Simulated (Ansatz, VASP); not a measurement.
# Two plane-wave programs on GaN

The input POSCAR:

```
GaN
1.0
   -3.1799996605      0.0000000000      0.0000000000
   -1.5899998302     -2.7539604900      0.0000000000
    0.0000000000      0.0000000000     10.3320000000
Ga N
4 4
Direct
    0.3333333333      0.3333333333      0.0000000000
    0.3333333333      0.3333333333      0.5000000000
    0.6666666667      0.6666666667      0.2500000000
    0.6666666667      0.6666666667      0.7500000000
    0.3333333333      0.3333333333      0.1875000000
    0.3333333333      0.3333333333      0.6875000000
    0.6666666667      0.6666666667      0.4375000000
    0.6666666667      0.6666666667      0.9375000000
```

INCAR.step1

```
SYSTEM = GaN
PREC = Accurate ; ENCUT = 520
ISMEAR = 0 ; SIGMA = 0.05
LREAL = .False. ; LASPH = .True.
NELM = 80 ; NBANDS = 46
GGA = PE ; ALGO = Normal
EDIFF = 1E-4 ; LWAVE = .True.
LCHARG = .False.
```

The input INCAR.step2:

```
SYSTEM = GaN
PREC = Accurate ; ENCUT = 520
EDIFF = 1E-6 ; ISMEAR = 0
SIGMA = 0.05 ; LREAL = .False.
LASPH = .True. ; NELM = 80
ALGO = Normal ; ISIF = 2
LWAVE = .False. ; LCHARG = .False.
METAGGA = R2SCAN ; LMIXTAU = .True.
NBANDS = 46 ; ISTART = 1
```

The input KPOINTS:

```
regular mesh
0
Gamma
  10 10 3
  0 0 0
```

Input for Ansatz:

```yaml
crystal:
  lattice:
    - [-3.1799996605, 0.0, 0.0]
    - [-1.5899998302, -2.75396049, 0.0]
    - [0.0, 0.0, 10.332]
  atoms:
    - { symbol: Ga, position: [0.3333333333, 0.3333333333, 0.0] }
    - { symbol: Ga, position: [0.3333333333, 0.3333333333, 0.5] }
    - { symbol: Ga, position: [0.6666666667, 0.6666666667, 0.25] }
    - { symbol: Ga, position: [0.6666666667, 0.6666666667, 0.75] }
    - { symbol: "N", position: [0.3333333333, 0.3333333333, 0.1875] }
    - { symbol: "N", position: [0.3333333333, 0.3333333333, 0.6875] }
    - { symbol: "N", position: [0.6666666667, 0.6666666667, 0.4375] }
    - { symbol: "N", position: [0.6666666667, 0.6666666667, 0.9375] }
basis:
  ecutwfc: 500
kpoints:
  mp_grid: { grid: [10, 10, 3] }
hamiltonian:
  xc: r2scan
scf:
  occupations: { method: gaussian, width: 0.05 }
output:
  forces: true
  stress: true
  eigenvalues: true
```

Alike in both runs: task single point; functional r2SCAN; k mesh 10 × 10 × 3; occupations gaussian, width 0.05 eV; no spin polarisation.

|  | VASP | Ansatz |
| --- | --- | --- |
| version | VASP 6.6.1 | Ansatz 0.2.0 |
| potentials or method | VASP PAW PBE potentials, release 64 (Ga_d, N), cutoff 520 eV | scalar-relativistic, plane waves, PAW |
| valence electrons in the cell | 72 | 72 |

Ansatz gave:

* gap on the k mesh at the Fermi level (eV): 2.38
* least direct gap on the mesh (eV): 2.38
* pressure (GPa): 1.1
* traceless stress, the component that is largest in VASP (GPa): 1.36
* rms of the force components (eV/Å): 0.082

Task: Which values does VASP return?

Result: gap on the k mesh at the Fermi level (eV): 2.38; least direct gap on the mesh (eV): 2.38; pressure (GPa): 2.2; traceless stress, the component that is largest in VASP (GPa): 1.31; rms of the force components (eV/Å): 0.079.

VASP's potentials were made for PBE, not for r2SCAN. Atom by atom the forces differ by 0.003 eV/Å (rms over components).
